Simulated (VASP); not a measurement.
# BN (gw) (F-43m) in VASP: single point with PBEsol

Aim: the single point of BN (gw) with PBEsol.

Everything below comes from runs of VASP 6.6.1. Logs are shortened: lines on timing, memory, paths and dates and some standing lists are left out, and cuts for length are marked.

## Step 1: The cell of the first run

It takes space group F-43m (No. 216, cubic). The conventional cell has a = 3.605 Å, b = 3.605 Å, c = 3.605 Å, α = 90.00°, β = 90.00°, γ = 90.00°. Within 2.1 Å of B (site symmetry -43m) lie 4 N at 1.56 Å. N (site symmetry -43m) has 4 B at 1.56 Å within 2.1 Å.

## Step 2: Single point, PBEsol

INCAR

```
ALGO = Normal
EDIFF = 1E-6
ENCUT = 600
GGA = PS
GGA_COMPAT = F
ISIF = 2
ISMEAR = 0
LASPH = T
LCHARG = T
LELF = T
LREAL = F
LVHAR = T
LWAVE = F
NBANDS = 11
NELM = 120
PREC = Accurate
SIGMA = 0.01
```

KPOINTS

```
k-points
0
Gamma
  6 6 6
```

POSCAR

```
BN
1.0
    0.0000000000      1.8025484883      1.8025484883
    1.8025484883      0.0000000000      1.8025484883
    1.8025484883      1.8025484883      0.0000000000
B N
1 1
Direct
    0.0000000000      0.0000000000      0.0000000000
    0.2500000000      0.2500000000      0.2500000000
```

Potentials or basis: VASP PAW PBE potentials, release 64 (B, N).

Started as:

```bash
$ cat potpaw_PBE.64/B/POTCAR potpaw_PBE.64/N/POTCAR > POTCAR
$ mpirun -np 1 vasp_std > vasp.out
```

OUTCAR:

```text
EDIFF = 1E-6
   ENCUT = 600
   GGA = PS
   ISIF = 2
   ISMEAR = 0
   LASPH = T
   LREAL = F
   NELM = 120
   PREC = Accurate

 ion  position               nearest neighbor table
   1  0.000  0.000  0.000-   2 1.56   2 1.56   2 1.56   2 1.56
   2  0.250  0.250  0.250-   1 1.56   1 1.56   1 1.56   1 1.56

  LATTYP: Found a face centered cubic cell.
 ALAT       =     3.6050969766

  Lattice vectors:

 A1 = (   0.0000000000,   1.8025484883,   1.8025484883)
 A2 = (   1.8025484883,   0.0000000000,   1.8025484883)
 A3 = (   1.8025484883,   1.8025484883,   0.0000000000)

Analysis of symmetry for initial positions (statically):
=====================================================================
 Subroutine PRICEL returns:
 Original cell was already a primitive cell.

 Routine SETGRP: Setting up the symmetry group for a
 face centered cubic supercell.

 Subroutine GETGRP returns: Found 24 space group operations
 (whereof 24 operations were pure point group operations)
 out of a pool of 48 trial point group operations.

The static configuration has the point symmetry T_d .

Analysis of symmetry for dynamics (positions and initial velocities):
=====================================================================
 Subroutine PRICEL returns:
 Original cell was already a primitive cell.

 Routine SETGRP: Setting up the symmetry group for a
 face centered cubic supercell.

 Subroutine GETGRP returns: Found 24 space group operations
 (whereof 24 operations were pure point group operations)
 out of a pool of 48 trial point group operations.

The dynamic configuration has the point symmetry T_d .

 Subroutine INISYM returns: Found 24 space group operations
 (whereof 24 operations are pure point group operations),
 and found     1 'primitive' translations

----------------------------------------------------------------------------------------

                                     Primitive cell

  volume of cell :      11.7136

  direct lattice vectors                    reciprocal lattice vectors
     0.000000000  1.802548488  1.802548488    -0.277385049  0.277385049  0.277385049
     1.802548488  0.000000000  1.802548488     0.277385049 -0.277385049  0.277385049
     1.802548488  1.802548488  0.000000000     0.277385049  0.277385049 -0.277385049

  length of vectors
     2.549188519  2.549188519  2.549188519     0.480444997  0.480444997  0.480444997

  position of ions in fractional coordinates (direct lattice)
     0.000000000  0.000000000  0.000000000
     0.250000000  0.250000000  0.250000000

  ion indices of the primitive-cell ions
   primitive index   ion index
                 1           1
                 2           2

----------------------------------------------------------------------------------------

 KPOINTS: k-points

Automatic generation of k-mesh.
 Grid dimensions read from file:
 generate k-points for:    6    6    6

 Generating k-lattice:

  Cartesian coordinates                     Fractional coordinates (reciprocal lattice)
    -0.046230841  0.046230841  0.046230841     0.166666667  0.000000000  0.000000000
     0.046230841 -0.046230841  0.046230841     0.000000000  0.166666667  0.000000000
     0.046230841  0.046230841 -0.046230841     0.000000000  0.000000000  0.166666667

  Length of vectors
     0.080074166  0.080074166  0.080074166

  Shift w.r.t. Gamma in fractional coordinates (k-lattice)
     0.000000000  0.000000000  0.000000000

 Subroutine IBZKPT returns following result:
 ===========================================

 Found     16 irreducible k-points:

 Following reciprocal coordinates:
            Coordinates               Weight
  0.000000  0.000000  0.000000      1.000000
  0.166667  0.000000  0.000000      8.000000
  0.333333  0.000000  0.000000      8.000000
  0.500000  0.000000  0.000000      4.000000
  0.166667  0.166667  0.000000      6.000000
  0.333333  0.166667  0.000000     24.000000
[... 8 lines left out ...]
 -0.333333  0.333333  0.166667     24.000000
 -0.333333  0.500000  0.166667     12.000000
   k-points           NKPTS =     16   k-points in BZ     NKDIM =     16   number of bands    NBANDS=     11
   number of dos      NEDOS =    301   number of ions     NIONS =      2
   total plane-waves  NPLWV =   8000
   dimension x,y,z NGX =    20 NGY =   20 NGZ =   20
   dimension x,y,z NGXF=    40 NGYF=   40 NGZF=   40
   ions per type =               1   1
   NGX,Y,Z   is equivalent  to a cutoff of  13.04, 13.04, 13.04 a.u.
   NGXF,Y,Z  is equivalent  to a cutoff of  26.09, 26.09, 26.09 a.u.
 SYSTEM =  unknown system
   PREC   = accura    normal or accurate (medium, high low for compatibility)
   ISTART =      0    job   : 0-new  1-cont  2-samecut
   ICHARG =      2    charge: 1-file 2-atom 10-const
   ISPIN  =      1    spin polarized calculation?
   LNONCOLLINEAR =      F non collinear calculations
   LSORBIT =      F    spin-orbit coupling
   LASPH  =      T    aspherical Exc in radial PAW
   ENCUT  =  600.0 eV  44.10 Ry    6.64 a.u.   5.09  5.09  5.09*2*pi/ulx,y,z
   NELM   =    120;   NELMIN=  2; NELMDL= -5     # of ELM steps
   EDIFF  = 0.1E-05   stopping-criterion for ELM
   LREAL  =      F    real-space projection
   EDIFFG = 0.1E-04   stopping-criterion for IOM
   NSW    =      0    number of steps for IOM
   IBRION =     -1    ionic relax: 0-MD 1-quasi-New 2-CG
   NFREE  =      0    steps in history (QN), initial steepest desc. (CG)
   ISIF   =      2    stress and relaxation
   ISYM   =      2    0-nonsym 1-usesym 2-fastsym
   POTIM  = 0.5000    time-step for ionic-motion
   TEBEG  =    0.0;   TEEND  =   0.0 temperature during run
   PSTRESS=    0.0 pullay stress
   NELECT =       8.0000    total number of electrons
   NUPDOWN=      -1.0000    fix difference up-down
   EMIN   =  10.00;   EMAX   =-10.00  energy-range for DOS
   EFERMI =   0.00;   METHOD = LEGACY
   ISMEAR =     0;   SIGMA  =   0.01  broadening in eV -4-tet -1-fermi 0-gaus
   EFERMI_NEDOS =   21; number of points for ismear=-14 and -15
   IALGO  =     38    algorithm
   IMIX   =      4    mixing-type and parameters
     AMIX     =   0.40;   BMIX     =  1.00
     AMIX_MAG =   1.60;   BMIX_MAG =  1.00
  volume/ion in A,a.u.               =       5.86        39.52
  Fermi-wavevector in a.u.,A,eV,Ry     =   1.441699  2.724416 28.279647  2.078495
  Thomas-Fermi vector in A             =   2.560302
   LORBIT       =      0    0 simple, 1 ext, 2 COOP (PROOUT), +10 PAW based schemes
   GGA     = PS    functional components
   LHFCALC =     F    Hartree Fock is set to
   AEXX    =    0.0000 exact exchange contribution
   IVDW    =     0    specifies the selected vdW correction
   LEPSILON=     F    determine dielectric tensor
   LRPA    =     F    only Hartree local field effects (RPA)
 non-spin polarized calculation
 Gauss-broadening in eV      SIGMA  =   0.01
  energy-cutoff  :      600.00
  volume of cell :       11.71
 maximum number of plane-waves:       397
   NGX = 11   NGY = 11   NGZ = 11

 number of electron       7.9999999 magnetization

 Free energy of the ion-electron system (eV)
  ---------------------------------------------------
  ext. energy  EPLUGINS =         0.00000000
  ---------------------------------------------------
  free energy    TOTEN  =       -18.34641665 eV

  energy without entropy =      -18.34641665  energy(sigma->0) =      -18.34641665

 E-fermi :   7.6178     XC(G=0): -13.0558

 val. band max:        7.4673960698   @ k =   0.0000   0.0000   0.0000
 cond. band min:      11.7502320623   @ k =   0.5000   0.5000   0.0000
 fundamental gap:      4.2828359924
 Fermi energy:         7.6178373139

 k-point     1 :       0.0000    0.0000    0.0000
  band No.  band energies     occupation
      1     -12.8812      2.00000
      2       7.4674      2.00000
      3       7.4674      2.00000
      4       7.4674      2.00000
      5      16.2651      0.00000
      6      16.2651      0.00000
      7      16.2651      0.00000
      8      17.8678      0.00000
      9      32.1293      0.00000
     10      35.2538      0.00000
     11      35.2538      0.00000

 k-point     2 :       0.1667    0.0000    0.0000
  band No.  band energies     occupation
      1     -12.2031      2.00000
      2       4.4171      2.00000
      3       6.8368      2.00000
      4       6.8368      2.00000
      5      16.8085      0.00000
      6      17.1869      0.00000
      7      17.1869      0.00000
      8      19.7551      0.00000
      9      31.2620      0.00000
     10      31.3644      0.00000
     11      31.3644      0.00000

 k-point     3 :       0.3333    0.0000    0.0000
  band No.  band energies     occupation
      1     -10.3097      2.00000
      2      -0.5023      2.00000
      3       5.8847      2.00000
      4       5.8847      2.00000
      5      17.4115      0.00000
      6      18.0952      0.00000
      7      18.0952      0.00000
      8      21.9662      0.00000
      9      30.5169      0.00000
     10      31.7809      0.00000
     11      31.7809      0.00000

 k-point     4 :       0.5000    0.0000    0.0000
  band No.  band energies     occupation
      1      -8.5725      2.00000
      2      -3.3897      2.00000
      3       5.5019      2.00000
      4       5.5019      2.00000
      5      17.6658      0.00000
      6      18.1312      0.00000
      7      18.1312      0.00000
      8      22.6258      0.00000
      9      30.7681      0.00000
     10      34.3168      0.00000
     11      34.3335      0.00000
[... 127 lines left out ...]
 k-point    14 :       0.5000    0.3333    0.1667
  band No.  band energies     occupation
      1      -8.7928      2.00000
      2      -0.0604      2.00000
      3       1.9463      2.00000
      4       3.8651      2.00000
      5      16.1492      0.00000
      6      19.2728      0.00000
      7      20.6963      0.00000
      8      23.0820      0.00000
      9      27.0527      0.00000
     10      33.0930      0.00000
     11      35.6638      0.00000

 k-point    15 :      -0.3333    0.3333    0.1667
  band No.  band energies     occupation
      1      -7.4078      2.00000
      2      -1.6276      2.00000
      3       1.3311      2.00000
      4       2.8851      2.00000
      5      16.8304      0.00000
      6      19.2684      0.00000
      7      22.5152      0.00000
      8      23.9172      0.00000
      9      25.4307      0.00000
     10      33.2124      0.00000
     11      35.5111      0.00000

 k-point    16 :      -0.3333    0.5000    0.1667
  band No.  band energies     occupation
      1      -6.9416      2.00000
      2      -0.8146      2.00000
      3       1.1718      2.00000
      4       1.1888      2.00000
      5      15.1121      0.00000
      6      19.4276      0.00000
      7      22.5957      0.00000
      8      24.3163      0.00000
      9      27.0171      0.00000
     10      33.4042      0.00000
     11      37.5828      0.00000

------------------------ aborting loop because EDIFF is reached ----------------------------------------

  FORCE on cell =-STRESS in cart. coord.  units (eV):
  Direction    XX          YY          ZZ          XY          YZ          ZX
  --------------------------------------------------------------------------------------
  -------------------------------------------------------------------------------------
  Total        0.0409862      0.0409862      0.0409862      0.0000000      0.0000000     -0.0000000
  in kB        5.6060496      5.6060496      5.6060496      0.0000000      0.0000000     -0.0000000
  external PRESSURE =       5.6060496 kB  Pullay stress =       0.0000000 kB

 VOLUME and BASIS-vectors are now :
 -----------------------------------------------------------------------------
  energy-cutoff  :      600.00
  volume of cell :       11.71
      direct lattice vectors                 reciprocal lattice vectors
     0.000000000  1.802548488  1.802548488    -0.277385049  0.277385049  0.277385049
     1.802548488  0.000000000  1.802548488     0.277385049 -0.277385049  0.277385049
     1.802548488  1.802548488  0.000000000     0.277385049  0.277385049 -0.277385049

 POSITION                                       TOTAL-FORCE (eV/Angst)
 -----------------------------------------------------------------------------------
      0.00000      0.00000      0.00000        -0.000000     -0.000000      0.000000
      0.90127      0.90127      0.90127         0.000000      0.000000     -0.000000
 -----------------------------------------------------------------------------------
    total drift:                                0.000000      0.000000      0.000000

  FREE ENERGIE OF THE ION-ELECTRON SYSTEM (eV)
  ---------------------------------------------------
  free  energy   TOTEN  =       -18.3464166506 eV

  energy  without entropy=      -18.3464166506  energy(sigma->0) =      -18.34641665
```

Wall time 1.7 s (1 thread of Intel Xeon 6975P-C (Granite Rapids), shared host); peak memory 0.11 GiB.

What came out:

```
Free energy            : -18.3464 eV
Pressure               : 0.6 GPa
Band gap on the k mesh : 4.28 eV, indirect (least direct gap 8.80 eV)
```

Caveat: the k points lie up to 0.50 Å⁻¹ apart; the PAW data sets were made with another functional, which shifts forces and pressure a little. PBEsol gaps usually lie below the measured ones, often by a third to a half.
